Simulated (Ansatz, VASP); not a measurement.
**One calculation of Na, two programs**

INCAR

```
SYSTEM = Na
PREC     = Accurate       ! precision mode
ENCUT    = 500            ! plane-wave cutoff, eV
EDIFF    = 1E-6           ! SCF threshold, eV
ISMEAR   = -1             ! smearing method
SIGMA    = 0.05           ! smearing width, eV
LREAL    = .False.        ! projectors in reciprocal space
LASPH    = .True.         ! aspherical terms in the spheres
NELM     = 120            ! most SCF steps
ALGO     = Normal         ! electronic algorithm
ISIF     = 2              ! what is computed and relaxed
LWAVE    = .False.        ! write WAVECAR
LCHARG   = .False.        ! write CHGCAR
GGA      = PS             ! functional
NBANDS   = 10             ! bands
GGA_COMPAT= .False.
```

KPOINTS

```
Automatic mesh
0
Gamma
  12 12 12
  0 0 0
```

Contents of POSCAR:

```
Na
1.0
   -2.0863450653      2.0863450653      2.0863450653
    2.0863450653     -2.0863450653      2.0863450653
    2.0863450653      2.0863450653     -2.0863450653
Na
1
Direct
    0.0000000000      0.0000000000      0.0000000000
```

Input for Ansatz:

```yaml
crystal:
  lattice:
    - [-2.0863450653, 2.0863450653, 2.0863450653]
    - [2.0863450653, -2.0863450653, 2.0863450653]
    - [2.0863450653, 2.0863450653, -2.0863450653]
  atoms:
    - { symbol: Na, position: [0.0, 0.0, 0.0] }
kpoints:
  mp_grid: { grid: [12, 12, 12] }
scf:
  occupations: { method: fermi_dirac, width: 0.05 }
hamiltonian:
  xc: pbesol
  pseudopotentials: { kind: all_electron, lapw: { basis_error: 0.00025 } }
output:
  forces: true
  stress: true
  eigenvalues: true
```

Change from the starting cell: volume scaled by 0.975.

Alike in both runs: task single point; functional PBEsol; k mesh 12 × 12 × 12; occupations fermi-dirac, width 0.05 eV; no spin polarisation.

|  | VASP | Ansatz |
| --- | --- | --- |
| version | VASP 6.6.1 | Ansatz 0.2.0 |
| potentials or method | VASP PAW PBE potentials, release 64 (Na_pv), cutoff 500 eV | all-electron LAPW, scalar-relativistic |

|  | VASP | Ansatz | Ansatz less VASP |
| --- | --- | --- | --- |
| pressure (GPa) | 0.0 | 0.0 | +0.04 |

VASP's potentials were made for PBE, not for PBEsol. Ansatz ran all-electron here, and VASP with PAW potentials.
